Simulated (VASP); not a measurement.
P, 4 atoms in the cell. Symmetry: P6_3/mmc, No. 194, hexagonal system. The conventional cell has a = 2.530 Å, b = 2.530 Å, c = 9.503 Å, α = 90.00°, β = 90.00°, γ = 120.00°. Within 3.3 Å of P (site symmetry -3m) lie 12 P at 2.53 to 2.79 Å. Within 3.3 Å of P (site symmetry -6m2) lie 12 P at 2.53 to 2.79 Å. This isn't the form of P at room conditions, which is orthorhombic.

```yaml
Program: VASP 6.6.1
Task: single point
Functional: RPBE
Potentials_or_basis: VASP PAW PBE potentials, release 64 (P)
Cutoff: 520 eV
k_mesh: 15 × 15 × 4
Occupations: fermi-dirac, width 0.1 eV
Spin: no spin polarisation
Dipole_correction: no
Further_INCAR_settings: ALGO = Normal; EDIFF = 1e-06; NBANDS = 18
```

Potentials or basis: VASP PAW PBE potentials, release 64 (P).

Command:

```sh
$ cat potpaw_PBE.64/P/POTCAR > POTCAR
$ mpirun -np 1 vasp_std > vasp.out
```

Hardware: 1 thread of Intel Xeon 8259CL (shared host).

Question: Estimate the wall time of this run.

Answer: Wall time 73 s on 1 thread of Intel Xeon 8259CL, with other jobs on the host, peak memory 0.2 GiB. Counts: scf iterations 11, k points 81.
